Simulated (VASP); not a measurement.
ZrO2, 3 atoms in the cell. It takes space group Fm-3m (No. 225, cubic). Conventional cell: a = 5.071 Å, b = 5.071 Å, c = 5.071 Å, α = 90.00°, β = 90.00°, γ = 90.00°. Zr (site symmetry m-3m) has 8 O at 2.20 Å within 2.9 Å. Within 2.9 Å of O (site symmetry -43m) lie 4 Zr at 2.20 Å and 6 O at 2.54 Å. 

* Program: VASP 6.6.1
* Task: single point
* Functional: PBEsol
* Potentials or basis: VASP PAW PBE potentials, release 64 (Zr_sv, O)
* Cutoff: 600 eV
* k mesh: 6 × 6 × 6
* Occupations: gaussian, width 0.01 eV
* Spin: no spin polarisation
* Dipole correction: no
* Further INCAR settings: ALGO = Normal; EDIFF = 1e-06; NBANDS = 19

Potentials or basis: VASP PAW PBE potentials, release 64 (Zr_sv, O).

Run with:

```bash
$ cat potpaw_PBE.64/Zr_sv/POTCAR potpaw_PBE.64/O/POTCAR > POTCAR
$ mpirun -np 1 vasp_std > vasp.out
```

Hardware: 1 thread of Intel Xeon 8259CL (shared host).

**Question.** How long does it take, and how much memory?

**Answer.** Run time: 30 s on 1 thread of Intel Xeon 8259CL, with other jobs on the host, peak memory 0.17 GiB. Counts: scf iterations 14, k points 16.
